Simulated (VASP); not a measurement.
Wanted: the native input for a VASP 6.6.1 run.

| Item | Value |
| --- | --- |
| Task | relaxation of shape and atoms at fixed volume |
| Functional | PBE |
| Potentials or basis | VASP PAW PBE potentials, release 64 (Sb) |
| Cutoff | 600 eV |
| k mesh | 11 × 11 × 11 |
| Occupations | fermi-dirac, width 0.1 eV |
| Spin | no spin polarisation |
| Dipole correction | no |
| Further INCAR settings | ALGO = Normal; EDIFF = 1e-07; IBRION = 2; EDIFFG = -0.005; NSW = 50; ISIF = 4 |

The structure of Sb lies in POSCAR:

```
Sb
1.0
    1.9421374347     -1.1212935707      3.4106691441
    0.0000000000      2.2425871414      3.4106691441
   -1.9421374347     -1.1212935707      3.4106691441
Sb
2
Direct
    0.2328618870      0.2328618870      0.2328618870
   -0.2328618870     -0.2328618870     -0.2328618870
```

The input as run:

INCAR

```
PREC = Accurate ; ENCUT = 600
EDIFF = 1E-7 ; ISMEAR = -1
SIGMA = 0.1 ; LREAL = False
LASPH = True ; NELM = 100
ALGO = Normal ; ISIF = 4
LWAVE = False ; LCHARG = False
GGA = PE ; IBRION = 2
NSW = 50 ; EDIFFG = -0.005
```

KPOINTS

```
regular mesh
0
Gamma
  11 11 11
```

Potentials or basis: VASP PAW PBE potentials, release 64 (Sb).

Command:

```bash
$ cat potpaw_PBE.64/Sb/POTCAR > POTCAR
$ mpirun -np 1 vasp_std > vasp.out
```

Results of the run:

| Item | Value |
| --- | --- |
| Energy gained by relaxing | 228.6 meV/atom |
| Ionic steps | 11 |
| Pressure after relaxing | 33.1 GPa |
| Largest force after relaxing | 0.004 eV/Å |
| Band gap on the k mesh | zero (bands 5 and 6 overlap by 1.57 eV) |

Caveat: spin-orbit coupling is left out, which moves the levels of the heavy elements.

Run time: 3.1 min on 1 thread of Intel(R) Xeon(R) 6975P-C (Granite Rapids), on a shared host, peak memory 0.24 GiB.
